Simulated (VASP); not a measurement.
# MnHg (Pm-3m) in VASP: further runs, part 2 of 2

VASP 6.6.1.

### Step 3. Single point, revPBE, collinear spin, ferromagnetic start

Input file INCAR:

```
ALGO = Normal ; EDIFF = 1E-7
ENCUT = 520 ; GGA = RE
ISIF = 2 ; ISMEAR = -1
ISPIN = 2 ; LASPH = T
LCHARG = F ; LMAXMIX = 4
LORBIT = 11 ; LREAL = F
LWAVE = F ; MAGMOM = 4 0
NBANDS = 24 ; NELM = 150
PREC = Accurate ; SIGMA = 0.15
```

Input file KPOINTS:

```
k-points
0
Gamma
  6 6 6
```

Input file POSCAR:

```
MnHg
1.0
    3.3150000000      0.0000000000      0.0000000000
    0.0000000000      3.3150000000      0.0000000000
    0.0000000000      0.0000000000      3.3150000000
Mn Hg
1 1
Direct
    0.5000000000      0.5000000000      0.5000000000
    0.0000000000      0.0000000000      0.0000000000
```

Potentials or basis: VASP PAW PBE potentials, release 64 (Mn_pv, Hg).

Started as:

```sh
$ cat potpaw_PBE.64/Mn_pv/POTCAR potpaw_PBE.64/Hg/POTCAR > POTCAR
$ mpirun -np 1 vasp_std > vasp.out
```

OUTCAR:

```text
EDIFF = 1E-7
   ENCUT = 520
   GGA = RE
   ISIF = 2
   ISMEAR = -1
   ISPIN = 2
   LASPH = T
   LORBIT = 11
   LREAL = F
   NELM = 150
   PREC = Accurate

 ion  position               nearest neighbor table
   1  0.500  0.500  0.500-   2 2.87   2 2.87   2 2.87   2 2.87   2 2.87   2 2.87   2 2.87   2 2.87

   2  0.000  0.000  0.000-   1 2.87   1 2.87   1 2.87   1 2.87   1 2.87   1 2.87   1 2.87   1 2.87

  LATTYP: Found a simple cubic cell.
 ALAT       =     3.3150000000

  Lattice vectors:

 A1 = (   3.3150000000,   0.0000000000,   0.0000000000)
 A2 = (   0.0000000000,   3.3150000000,   0.0000000000)
 A3 = (   0.0000000000,   0.0000000000,   3.3150000000)

Analysis of symmetry for initial positions (statically):
=====================================================================
 Subroutine PRICEL returns:
 Original cell was already a primitive cell.

 Routine SETGRP: Setting up the symmetry group for a
 simple cubic supercell.

 Subroutine GETGRP returns: Found 48 space group operations
 (whereof 48 operations were pure point group operations)
 out of a pool of 48 trial point group operations.

The static configuration has the point symmetry O_h .

Analysis of symmetry for dynamics (positions and initial velocities):
=====================================================================
 Subroutine PRICEL returns:
 Original cell was already a primitive cell.

 Routine SETGRP: Setting up the symmetry group for a
 simple cubic supercell.

 Subroutine GETGRP returns: Found 48 space group operations
 (whereof 48 operations were pure point group operations)
 out of a pool of 48 trial point group operations.

The dynamic configuration has the point symmetry O_h .

Analysis of structural, dynamic, and magnetic symmetry:
=====================================================================
 Subroutine PRICEL returns:
 Original cell was already a primitive cell.

 Routine SETGRP: Setting up the symmetry group for a
 simple cubic supercell.

 Subroutine GETGRP returns: Found 48 space group operations
 (whereof 48 operations were pure point group operations)
 out of a pool of 48 trial point group operations.

The overall configuration has the point symmetry O_h .

 Subroutine INISYM returns: Found 48 space group operations
 (whereof 48 operations are pure point group operations),
 and found     1 'primitive' translations

----------------------------------------------------------------------------------------

                                     Primitive cell

  volume of cell :      36.4293

  direct lattice vectors                    reciprocal lattice vectors
     3.315000000  0.000000000  0.000000000     0.301659125  0.000000000  0.000000000
     0.000000000  3.315000000  0.000000000     0.000000000  0.301659125  0.000000000
     0.000000000  0.000000000  3.315000000     0.000000000  0.000000000  0.301659125

  length of vectors
     3.315000000  3.315000000  3.315000000     0.301659125  0.301659125  0.301659125

  position of ions in fractional coordinates (direct lattice)
     0.500000000  0.500000000  0.500000000
     0.000000000  0.000000000  0.000000000

  ion indices of the primitive-cell ions
   primitive index   ion index
                 1           1
                 2           2

[... 57 lines left out ...]
   PREC   = accura    normal or accurate (medium, high low for compatibility)
   ISTART =      0    job   : 0-new  1-cont  2-samecut
   ICHARG =      2    charge: 1-file 2-atom 10-const
   ISPIN  =      2    spin polarized calculation?
   LNONCOLLINEAR =      F non collinear calculations
   LSORBIT =      F    spin-orbit coupling
   LASPH  =      T    aspherical Exc in radial PAW
   ENCUT  =  520.0 eV  38.22 Ry    6.18 a.u.   6.16  6.16  6.16*2*pi/ulx,y,z
   NELM   =    150;   NELMIN=  2; NELMDL= -5     # of ELM steps
   EDIFF  = 0.1E-06   stopping-criterion for ELM
   LREAL  =      F    real-space projection
   EDIFFG = 0.1E-05   stopping-criterion for IOM
   NSW    =      0    number of steps for IOM
   IBRION =     -1    ionic relax: 0-MD 1-quasi-New 2-CG
   NFREE  =      0    steps in history (QN), initial steepest desc. (CG)
   ISIF   =      2    stress and relaxation
   ISYM   =      2    0-nonsym 1-usesym 2-fastsym
   POTIM  = 0.5000    time-step for ionic-motion
   TEBEG  =    0.0;   TEEND  =   0.0 temperature during run
   PSTRESS=    0.0 pullay stress
   NELECT =      25.0000    total number of electrons
   NUPDOWN=      -1.0000    fix difference up-down
   EMIN   =  10.00;   EMAX   =-10.00  energy-range for DOS
   EFERMI =   0.00;   METHOD = LEGACY
   ISMEAR =    -1;   SIGMA  =   0.15  broadening in eV -4-tet -1-fermi 0-gaus
   EFERMI_NEDOS =   21; number of points for ismear=-14 and -15
   IALGO  =     38    algorithm
   IMIX   =      4    mixing-type and parameters
     AMIX     =   0.40;   BMIX     =  1.00
     AMIX_MAG =   1.60;   BMIX_MAG =  1.00
  volume/ion in A,a.u.               =      18.21       122.92
  Fermi-wavevector in a.u.,A,eV,Ry     =   1.444014  2.728790 28.370534  2.085175
  Thomas-Fermi vector in A             =   2.562356
   LORBIT       =     11    0 simple, 1 ext, 2 COOP (PROOUT), +10 PAW based schemes
   GGA     = RE    functional components
   LHFCALC =     F    Hartree Fock is set to
   AEXX    =    0.0000 exact exchange contribution
   IVDW    =     0    specifies the selected vdW correction
   LEPSILON=     F    determine dielectric tensor
   LRPA    =     F    only Hartree local field effects (RPA)
 spin polarized calculation
  energy-cutoff  :      520.00
  volume of cell :       36.43
 maximum number of plane-waves:      1000
 NGX is ok and might be reduce to    28
   NGX = 13   NGY = 13   NGZ = 13

 number of electron      25.0000011 magnetization       3.8930070

 Free energy of the ion-electron system (eV)
  ---------------------------------------------------
  ext. energy  EPLUGINS =         0.00000000
  ---------------------------------------------------
  free energy    TOTEN  =        -7.85358467 eV

  energy without entropy =       -7.74519449  energy(sigma->0) =       -7.79938958

 E-fermi :   5.6416     XC(G=0): -11.5984

 val. band max:        5.6301855199   @ k =   0.5000   0.0000   0.0000
 cond. band min:       5.7210851467   @ k =   0.3333   0.0000   0.0000
 fundamental gap:      0.0908996268
 Fermi energy:         5.6416219922

 spin component 1

 k-point     1 :       0.0000    0.0000    0.0000
  band No.  band energies     occupation
      1     -44.5940      1.00000
      2     -44.5940      1.00000
      3     -44.5940      1.00000
      4      -4.0144      1.00000
      5      -2.6622      1.00000
      6      -2.6622      1.00000
[... 529 lines left out ...]
     23      32.5792      0.00000
     24      32.6182      0.00000
 Fermi energy:         5.6416219922

 spin component 2

 k-point     1 :       0.0000    0.0000    0.0000
  band No.  band energies     occupation
      1     -40.5362      1.00000
      2     -40.5362      1.00000
      3     -40.5362      1.00000
      4      -3.8081      1.00000
      5      -2.6495      1.00000
      6      -2.6495      1.00000
[... 529 lines left out ...]
     23      32.5081      0.00000
     24      32.5229      0.00000

------------------------ aborting loop because EDIFF is reached ----------------------------------------

  FORCE on cell =-STRESS in cart. coord.  units (eV):
  Direction    XX          YY          ZZ          XY          YZ          ZX
  --------------------------------------------------------------------------------------
  -------------------------------------------------------------------------------------
  Total        0.7439031      0.7439031      0.7439031     -0.0000000      0.0000000     -0.0000000
  in kB       32.7172175     32.7172175     32.7172175     -0.0000000      0.0000000     -0.0000000
  external PRESSURE =      32.7172175 kB  Pullay stress =       0.0000000 kB

 VOLUME and BASIS-vectors are now :
 -----------------------------------------------------------------------------
  energy-cutoff  :      520.00
  volume of cell :       36.43
      direct lattice vectors                 reciprocal lattice vectors
     3.315000000  0.000000000  0.000000000     0.301659125  0.000000000  0.000000000
     0.000000000  3.315000000  0.000000000     0.000000000  0.301659125  0.000000000
     0.000000000  0.000000000  3.315000000     0.000000000  0.000000000  0.301659125

 POSITION                                       TOTAL-FORCE (eV/Angst)
 -----------------------------------------------------------------------------------
      1.65750      1.65750      1.65750         0.000000      0.000000      0.000000
      0.00000      0.00000      0.00000         0.000000      0.000000      0.000000
 -----------------------------------------------------------------------------------
    total drift:                                0.000000      0.000000      0.000000

  FREE ENERGIE OF THE ION-ELECTRON SYSTEM (eV)
  ---------------------------------------------------
  free  energy   TOTEN  =        -7.8535846747 eV

  energy  without entropy=       -7.7451944857  energy(sigma->0) =       -7.79938958

 total charge

# of ion       s       p       d       tot
------------------------------------------
    1        0.248   6.171   4.976  11.396
    2        0.818   0.516   9.258  10.592
--------------------------------------------------
tot          1.066   6.687  14.234  21.987

 magnetization (x)

# of ion       s       p       d       tot
------------------------------------------
    1        0.029   0.016   3.770   3.814
    2       -0.043  -0.061   0.047  -0.057
--------------------------------------------------
tot         -0.014  -0.045   3.816   3.758
```

OSZICAR:

```text
N       E                     dE             d eps       ncg     rms          rms(c)
DAV:   1     0.234242484884E+03    0.23424E+03   -0.13792E+04  1944   0.117E+03
DAV:   2    -0.595103898619E+00   -0.23484E+03   -0.22283E+03  2040   0.340E+02
DAV:   3    -0.818472307915E+01   -0.75896E+01   -0.75630E+01  2264   0.690E+01
DAV:   4    -0.823969905394E+01   -0.54976E-01   -0.54972E-01  2224   0.560E+00
DAV:   5    -0.824052090075E+01   -0.82185E-03   -0.82184E-03  2320   0.617E-01    0.979E+00
DAV:   6    -0.802644327169E+01    0.21408E+00   -0.62886E+00  2144   0.187E+01    0.739E+00
DAV:   7    -0.786492198363E+01    0.16152E+00   -0.18648E+00  2168   0.117E+01    0.486E+00
DAV:   8    -0.785412575310E+01    0.10796E-01   -0.59917E-02  2072   0.179E+00    0.264E+00
DAV:   9    -0.785335970586E+01    0.76605E-03   -0.17103E-02  2224   0.915E-01    0.883E-01
DAV:  10    -0.785350398045E+01   -0.14427E-03   -0.25420E-03  2152   0.440E-01    0.841E-02
DAV:  11    -0.785356433016E+01   -0.60350E-04   -0.11607E-04  2200   0.101E-01    0.306E-02
DAV:  12    -0.785357829295E+01   -0.13963E-04   -0.18298E-05  2200   0.331E-02    0.201E-02
DAV:  13    -0.785358475817E+01   -0.64652E-05   -0.65831E-06  2136   0.184E-02    0.105E-02
DAV:  14    -0.785358462556E+01    0.13261E-06   -0.70136E-07  2072   0.691E-03    0.382E-03
DAV:  15    -0.785358467466E+01   -0.49103E-07   -0.12755E-07  1552   0.250E-03
   1 F= -.78535847E+01 E0= -.77993896E+01  d E =-.108390E+00  mag=     3.8932
```

Wall time 17 s (1 thread of AMD EPYC 9R45 (Zen 5), shared host); peak memory 0.15 GiB.

Results:

| Quantity | Value |
| --- | --- |
| Free energy | -7.8536 eV |
| Pressure | 3.3 GPa |
| Net moment | 3.89 μB per cell |
| Site moments | Mn +3.81; Hg -0.06 μB |
| Valence electrons inside the program's atomic spheres | Mn 11.40; Hg 10.59 |

Levels at points of the mesh, in eV from the Fermi level:
Spin up:
```csv
k point,band 11,band 12,band 13,band 14,band 15,band 16,band 17,band 18
"(0.00, 0.00, 0.00)",-2.97,-2.11,-2.11,-2.11,4.88,4.88,4.88,8.59
"(0.50, 0.00, 0.00)",-3.32,-2.80,-2.80,-2.32,-1.61,10.04,10.04,10.56
"(0.50, 0.50, 0.00)",-2.13,-2.13,-2.06,-1.68,-1.68,0.60,2.86,11.77
"(0.50, 0.50, 0.50)",-3.76,-2.04,-2.04,0.45,4.10,4.10,4.10,4.50
```
Spin down:
| k point | band 8 | band 9 | band 10 | band 11 | band 12 | band 13 | band 14 | band 15 |
| --- | --- | --- | --- | --- | --- | --- | --- | --- |
| (0.00, 0.00, 0.00) | -7.11 | -7.11 | 0.34 | 0.34 | 1.52 | 1.52 | 1.52 | 5.24 |
| (0.50, 0.00, 0.00) | -7.02 | -5.03 | -4.46 | -0.01 | 0.47 | 0.47 | 1.34 | 2.06 |
| (0.50, 0.50, 0.00) | -6.57 | -3.51 | -1.45 | -1.45 | 0.50 | 1.35 | 1.35 | 1.91 |
| (0.50, 0.50, 0.50) | -6.54 | -1.56 | -1.56 | -1.56 | 0.31 | 1.94 | 1.94 | 5.53 |

Caveat: the PAW data sets were made with another functional, which shifts forces and pressure a little; spin-orbit coupling is left out, which moves the levels of the heavy elements.
